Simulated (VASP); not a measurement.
# Cd in VASP: single point with PBEsol

Aim: the single point of Cd with PBEsol.

Everything below comes from runs of VASP 6.6.1. Logs are shortened: lines on timing, memory, paths and dates and some standing lists are left out, and cuts for length are marked.

## (1) The cell of the first run

The cell holds a slab with vacuum, 12 atoms: a = 2.946 Å, b = 5.603 Å, c = 29.606 Å, α = 90.00°, β = 90.00°, γ = 90.00°.

## (2) Single point, PBEsol

The input, INCAR:

```
SYSTEM = Cd
  ALGO = Normal
  DIPOL = 0.5 0.5 0.500
  EDIFF = 1E-6
  ENCUT = 400
  GGA = PS
  GGA_COMPAT = .False.
  IDIPOL = 3
  ISIF = 2
  ISMEAR = 1
  LASPH = .True.
  LCHARG = .False.
  LDIPOL = .True.
  LREAL = .False.
  LWAVE = .False.
  NBANDS = 84
  NELM = 120
  NELMDL = -8
  PREC = Accurate
  SIGMA = 0.1
```

The input, KPOINTS:

```
k-points
0
Gamma
  11 6 1
  0 0 0
```

The input, POSCAR:

```
Cd
1.0
    2.9458176570      0.0000000000      0.0000000000
    0.0000000000      5.6026452540      0.0000000000
    0.0000000000      0.0000000000     29.6061489380
Cd
12
Direct
    0.0000000000      0.0000000000      0.2789161972
    0.5000000000      0.0000000000      0.3690112332
    0.5000000000      0.5000000000      0.2788679033
    0.0000000000      0.0000000000      0.4564217923
    0.0000000000      0.5000000000      0.3690037990
    0.5000000000      0.0000000000      0.5435633896
    0.5000000000      0.5000000000      0.4564366084
    0.0000000000      0.0000000000      0.6309961941
    0.0000000000      0.5000000000      0.5435782099
    0.5000000000      0.0000000000      0.7211320891
    0.5000000000      0.5000000000      0.6309887722
    0.0000000000      0.5000000000      0.7210838118
```

Potentials or basis: VASP PAW PBE potentials, release 64 (Cd).

On the command line:

```bash
> cat potpaw_PBE.64/Cd/POTCAR > POTCAR
> mpirun -np 1 vasp_std > vasp.out
```

OUTCAR:

```text
SYSTEM = Cd
   EDIFF = 1E-6
   ENCUT = 400
   GGA = PS
   ISIF = 2
   ISMEAR = 1
   LASPH = .True.
   LREAL = .False.
   NELM = 120
   NELMDL = -8
   PREC = Accurate

 ion  position               nearest neighbor table
   1  0.000  0.000  0.279-   2 3.05   2 3.05   3 3.16   3 3.16   3 3.16   3 3.16
   2  0.500  0.000  0.369-   4 2.98   4 2.98   1 3.05   1 3.05   5 3.16   5 3.16   5 3.16   5 3.16

   3  0.500  0.500  0.279-   5 3.05   5 3.05   1 3.16   1 3.16   1 3.16   1 3.16
   4  0.000  0.000  0.456-   6 2.97   6 2.97   2 2.98   2 2.98   7 3.16   7 3.16   7 3.16   7 3.16

   5  0.000  0.500  0.369-   7 2.98   7 2.98   3 3.05   3 3.05   2 3.16   2 3.16   2 3.16   2 3.16

   6  0.500  0.000  0.544-   4 2.97   4 2.97   8 2.98   8 2.98   9 3.16   9 3.16   9 3.16   9 3.16

   7  0.500  0.500  0.456-   9 2.97   9 2.97   5 2.98   5 2.98   4 3.16   4 3.16   4 3.16   4 3.16

   8  0.000  0.000  0.631-   6 2.98   6 2.98  10 3.05  10 3.05  11 3.16  11 3.16  11 3.16  11 3.16

   9  0.000  0.500  0.544-   7 2.97   7 2.97  11 2.98  11 2.98   6 3.16   6 3.16   6 3.16   6 3.16

  10  0.500  0.000  0.721-   8 3.05   8 3.05  12 3.16  12 3.16  12 3.16  12 3.16
  11  0.500  0.500  0.631-   9 2.98   9 2.98  12 3.05  12 3.05   8 3.16   8 3.16   8 3.16   8 3.16

  12  0.000  0.500  0.721-  11 3.05  11 3.05  10 3.16  10 3.16  10 3.16  10 3.16

  LATTYP: Found a simple orthorhombic cell.
 ALAT       =     2.9458176570
 B/A-ratio  =     1.9018981846
 C/A-ratio  =    10.0502313399

  Lattice vectors:

 A1 = (   2.9458176570,   0.0000000000,   0.0000000000)
 A2 = (   0.0000000000,   5.6026452540,   0.0000000000)
 A3 = (   0.0000000000,   0.0000000000,  29.6061489380)

Analysis of symmetry for initial positions (statically):
=====================================================================
 Subroutine PRICEL returns:
 Original cell was already a primitive cell.

 Routine SETGRP: Setting up the symmetry group for a
 simple orthorhombic supercell.

 Subroutine GETGRP returns: Found  8 space group operations
 (whereof  4 operations were pure point group operations)
 out of a pool of  8 trial point group operations.

The static configuration has the point symmetry C_2v.
 The point group associated with its full space group is D_2h.

Analysis of symmetry for dynamics (positions and initial velocities):
=====================================================================
 Subroutine PRICEL returns:
 Original cell was already a primitive cell.

 Routine SETGRP: Setting up the symmetry group for a
 simple orthorhombic supercell.

 Subroutine GETGRP returns: Found  8 space group operations
 (whereof  4 operations were pure point group operations)
 out of a pool of  8 trial point group operations.

The dynamic configuration has the point symmetry C_2v.
 The point group associated with its full space group is D_2h.

 Subroutine INISYM returns: Found  8 space group operations
 (whereof  4 operations are pure point group operations),
 and found     1 'primitive' translations

----------------------------------------------------------------------------------------

                                     Primitive cell

  volume of cell :     488.6309

  direct lattice vectors                    reciprocal lattice vectors
     2.945817657  0.000000000  0.000000000     0.339464324  0.000000000  0.000000000
     0.000000000  5.602645254  0.000000000     0.000000000  0.178487117  0.000000000
     0.000000000  0.000000000 29.606148938     0.000000000  0.000000000  0.033776767

  length of vectors
     2.945817657  5.602645254 29.606148938     0.339464324  0.178487117  0.033776767

  position of ions in fractional coordinates (direct lattice)
     0.000000000  0.000000000  0.278916197
     0.500000000  0.000000000  0.369011233
     0.500000000  0.500000000  0.278867903
     0.000000000  0.000000000  0.456421792
     0.000000000  0.500000000  0.369003799
     0.500000000  0.000000000  0.543563390
     0.500000000  0.500000000  0.456436608
     0.000000000  0.000000000  0.630996194
     0.000000000  0.500000000  0.543578210
     0.500000000  0.000000000  0.721132089
     0.500000000  0.500000000  0.630988772
     0.000000000  0.500000000  0.721083812

  ion indices of the primitive-cell ions
   primitive index   ion index
                 1           1
                 2           2
                 3           3
                 4           4
                 5           5
                 6           6
                 7           7
                 8           8
                 9           9
                10          10
                11          11
                12          12

----------------------------------------------------------------------------------------

 KPOINTS: k-points

Automatic generation of k-mesh.
 Grid dimensions read from file:
 generate k-points for:   11    6    1

 Generating k-lattice:

  Cartesian coordinates                     Fractional coordinates (reciprocal lattice)
     0.030860393  0.000000000  0.000000000     0.090909091  0.000000000  0.000000000
     0.000000000  0.029747853  0.000000000     0.000000000  0.166666667  0.000000000
     0.000000000  0.000000000  0.033776767     0.000000000  0.000000000  1.000000000

  Length of vectors
     0.030860393  0.029747853  0.033776767

  Shift w.r.t. Gamma in fractional coordinates (k-lattice)
     0.000000000  0.000000000  0.000000000

 Subroutine IBZKPT returns following result:
 ===========================================

 Found     24 irreducible k-points:

 Following reciprocal coordinates:
            Coordinates               Weight
  0.000000  0.000000  0.000000      1.000000
  0.090909  0.000000  0.000000      2.000000
  0.181818  0.000000  0.000000      2.000000
  0.272727  0.000000  0.000000      2.000000
  0.363636  0.000000  0.000000      2.000000
  0.454545  0.000000  0.000000      2.000000
[... 16 lines left out ...]
  0.363636  0.500000  0.000000      2.000000
  0.454545  0.500000  0.000000      2.000000
   k-points           NKPTS =     24   k-points in BZ     NKDIM =     24   number of bands    NBANDS=     84
   number of dos      NEDOS =    301   number of ions     NIONS =     12
   total plane-waves  NPLWV = 156800
   dimension x,y,z NGX =    20 NGY =   40 NGZ =  196
   dimension x,y,z NGXF=    40 NGYF=   80 NGZF=  392
   ions per type =              12
   NGX,Y,Z   is equivalent  to a cutoff of  11.29, 11.87, 11.01 a.u.
   NGXF,Y,Z  is equivalent  to a cutoff of  22.57, 23.74, 22.01 a.u.
 SYSTEM =  Cd
   PREC   = accura    normal or accurate (medium, high low for compatibility)
   ISTART =      0    job   : 0-new  1-cont  2-samecut
   ICHARG =      2    charge: 1-file 2-atom 10-const
   ISPIN  =      1    spin polarized calculation?
   LNONCOLLINEAR =      F non collinear calculations
   LSORBIT =      F    spin-orbit coupling
   LASPH  =      T    aspherical Exc in radial PAW
   ENCUT  =  400.0 eV  29.40 Ry    5.42 a.u.   4.80  9.14 48.28*2*pi/ulx,y,z
   NELM   =    120;   NELMIN=  2; NELMDL= -8     # of ELM steps
   EDIFF  = 0.1E-05   stopping-criterion for ELM
   LREAL  =      F    real-space projection
[... 7 lines left out ...]
   TEBEG  =    0.0;   TEEND  =   0.0 temperature during run
   PSTRESS=    0.0 pullay stress
   NELECT =     144.0000    total number of electrons
   NUPDOWN=      -1.0000    fix difference up-down
   EMIN   =  10.00;   EMAX   =-10.00  energy-range for DOS
   EFERMI =   0.00;   METHOD = LEGACY
   ISMEAR =     1;   SIGMA  =   0.10  broadening in eV -4-tet -1-fermi 0-gaus
   EFERMI_NEDOS =   21; number of points for ismear=-14 and -15
   IALGO  =     38    algorithm
   IMIX   =      4    mixing-type and parameters
     AMIX     =   0.40;   BMIX     =  1.00
     AMIX_MAG =   1.60;   BMIX_MAG =  1.00
  volume/ion in A,a.u.               =      40.72       274.79
  Fermi-wavevector in a.u.,A,eV,Ry     =   1.089437  2.058737 16.148380  1.186872
  Thomas-Fermi vector in A             =   2.225640
   LORBIT       =      0    0 simple, 1 ext, 2 COOP (PROOUT), +10 PAW based schemes
   GGA     = PS    functional components
   LHFCALC =     F    Hartree Fock is set to
   AEXX    =    0.0000 exact exchange contribution
   IVDW    =     0    specifies the selected vdW correction
   LEPSILON=     F    determine dielectric tensor
   LRPA    =     F    only Hartree local field effects (RPA)
 non-spin polarized calculation
 Methfessel and Paxton  Order N= 1 SIGMA  =   0.10
  energy-cutoff  :      400.00
  volume of cell :      488.63
 maximum number of plane-waves:      8928
 NGX is ok and might be reduce to    20
   NGX =  9   NGY = 19   NGZ = 97

 number of electron     144.0000058 magnetization

 dipolmoment           0.000000      0.000000      0.000010 electrons x Angstroem

 Free energy of the ion-electron system (eV)
  ---------------------------------------------------
  ext. energy  EPLUGINS =         0.00000000
  ---------------------------------------------------
  free energy    TOTEN  =       -13.36702513 eV

  energy without entropy =      -13.37302001  energy(sigma->0) =      -13.36902342

 E-fermi :  -0.4964     XC(G=0):  -6.4860

 val. band max:       -0.5433619474   @ k =   0.0000   0.0000   0.0000
 cond. band min:      -0.4273103952   @ k =   0.3636   0.0000   0.0000
 fundamental gap:      0.1160515522
 Fermi energy:        -0.4963503123

 k-point     1 :       0.0000    0.0000    0.0000
  band No.  band energies     occupation
      1     -10.3985      2.00000
      2     -10.2640      2.00000
      3     -10.2345      2.00000
      4     -10.2052      2.00000
      5     -10.1551      2.00000
      6     -10.1224      2.00000
[... 2077 lines left out ...]
     83       3.1534      0.00000
     84       3.1534      0.00000

------------------------ aborting loop because EDIFF is reached ----------------------------------------

 vacuum level on the upper side and lower side of the slab       (xc-potential included)        -0.218        -0.218

  FORCE on cell =-STRESS in cart. coord.  units (eV):
  Direction    XX          YY          ZZ          XY          YZ          ZX
  --------------------------------------------------------------------------------------
  -------------------------------------------------------------------------------------
  Total       -5.9922702     -5.2437702     -0.9387198      0.0000000      0.0000000      0.0000000
  in kB      -19.6481229    -17.1938578     -3.0779791      0.0000000      0.0000000      0.0000000
  external PRESSURE =     -13.3066533 kB  Pullay stress =       0.0000000 kB

 VOLUME and BASIS-vectors are now :
 -----------------------------------------------------------------------------
  energy-cutoff  :      400.00
  volume of cell :      488.63
      direct lattice vectors                 reciprocal lattice vectors
     2.945817657  0.000000000  0.000000000     0.339464324  0.000000000  0.000000000
     0.000000000  5.602645254  0.000000000     0.000000000  0.178487117  0.000000000
     0.000000000  0.000000000 29.606148938     0.000000000  0.000000000  0.033776767

 POSITION                                       TOTAL-FORCE (eV/Angst)
 -----------------------------------------------------------------------------------
      0.00000      0.00000      8.25763         0.000000      0.000000     -0.018890
      1.47291      0.00000     10.92500         0.000000      0.000000     -0.003192
      1.47291      2.80132      8.25620         0.000000      0.000000     -0.016649
      0.00000      0.00000     13.51289         0.000000      0.000000      0.002887
      0.00000      2.80132     10.92478         0.000000      0.000000     -0.003424
      1.47291      0.00000     16.09282         0.000000      0.000000     -0.001614
      1.47291      2.80132     13.51333         0.000000      0.000000      0.001614
      0.00000      0.00000     18.68137         0.000000      0.000000      0.003424
      0.00000      2.80132     16.09326         0.000000      0.000000     -0.002887
      1.47291      0.00000     21.34994         0.000000      0.000000      0.016649
      1.47291      2.80132     18.68115         0.000000      0.000000      0.003192
      0.00000      2.80132     21.34851         0.000000      0.000000      0.018890
 -----------------------------------------------------------------------------------
    total drift:                               -0.000000      0.000000      0.001434

  FREE ENERGIE OF THE ION-ELECTRON SYSTEM (eV)
  ---------------------------------------------------
  free  energy   TOTEN  =       -13.3670251293 eV

  energy  without entropy=      -13.3730200071  energy(sigma->0) =      -13.36902342

 vacuum level on the upper side and lower side of the slab         3.383         3.382
```

Run time: 36 min. Hardware: 1 thread of Intel Xeon 8259CL, shared host; peak memory 0.65 GiB.

What came out:

```
Free energy            : -13.3670 eV
Largest force          : 0.019 eV/Å
Band gap on the k mesh : zero (bands 72 and 73 overlap by 1.94 eV)
```

Forces on the atoms (eV/Å):
```
Cd   0.000  0.000 -0.019
Cd   0.000  0.000 -0.003
Cd   0.000  0.000 -0.017
Cd   0.000  0.000  0.003
Cd   0.000  0.000 -0.003
Cd   0.000  0.000 -0.002
Cd   0.000  0.000  0.002
Cd   0.000  0.000  0.003
Cd   0.000  0.000 -0.003
Cd   0.000  0.000  0.017
Cd   0.000  0.000  0.003
Cd   0.000  0.000  0.019
```

Caveat: the PAW data sets were made with another functional, which shifts forces and pressure a little.

The gap in the log of VASP goes by the Fermi energy; the results here count the filled bands.